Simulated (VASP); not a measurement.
Write the native input for VASP 6.6.1 that does the following.

* Task: single point
* Functional: PBEsol
* Potentials or basis: VASP PAW PBE potentials, release 64 (Ti_sv, H, C)
* Cutoff: 520 eV
* k mesh: 15 × 15 × 15
* Occupations: gaussian, width 0.1 eV
* Spin: no spin polarisation
* Dipole correction: no
* Further INCAR settings: ALGO = Normal; EDIFF = 1e-06; NBANDS = 22

The structure of Ti2HC lies in POSCAR:

```
Ti2HC
1.0
    1.5481094360      0.8938013996      5.0820456907
   -1.5481094360      0.8938013996      5.0820456907
    0.0000000000     -1.7876027993      5.0820456907
Ti H C
2 1 1
Direct
    0.7619528982      0.7619528982      0.7619528982
    0.2380471018      0.2380471018      0.2380471018
    0.0000000000      0.0000000000      0.0000000000
    0.5000000000      0.5000000000      0.5000000000
```

This cell differs from its parent crystal: strained.

These files were run (other wordings do the same):

INCAR

```
  PREC = Accurate
  ENCUT = 520
  EDIFF = 1E-6
  ISMEAR = 0
  SIGMA = 0.1
  LREAL = F
  LASPH = T
  NELM = 100
  ALGO = Normal
  ISIF = 2
  LWAVE = F
  LCHARG = F
  GGA = PS
  NBANDS = 22
```

KPOINTS

```
Automatic mesh
0
Gamma
  15 15 15
```

Potentials or basis: VASP PAW PBE potentials, release 64 (Ti_sv, H, C).

Launch:

```bash
$ cat potpaw_PBE.64/Ti_sv/POTCAR potpaw_PBE.64/H/POTCAR potpaw_PBE.64/C/POTCAR > POTCAR
$ mpirun -np 1 vasp_std > vasp.out
```

It gave:

| Property | Result |
| --- | --- |
| Pressure | -6.9 GPa |
| Largest force | 0.890 eV/Å |
| Band gap on the k mesh | zero (an odd number of electrons rules out a gap without spin polarisation) |

Caveat: the cell differs from its parent crystal (strained); the stress differs along the axes, from -12 to -5 GPa; the PAW data sets were made with another functional, which shifts forces and pressure a little.

Wall time 10 min on 1 thread of Intel(R) Xeon(R) Platinum 8488C (Sapphire Rapids), with other jobs on the host, peak memory 0.46 GiB.
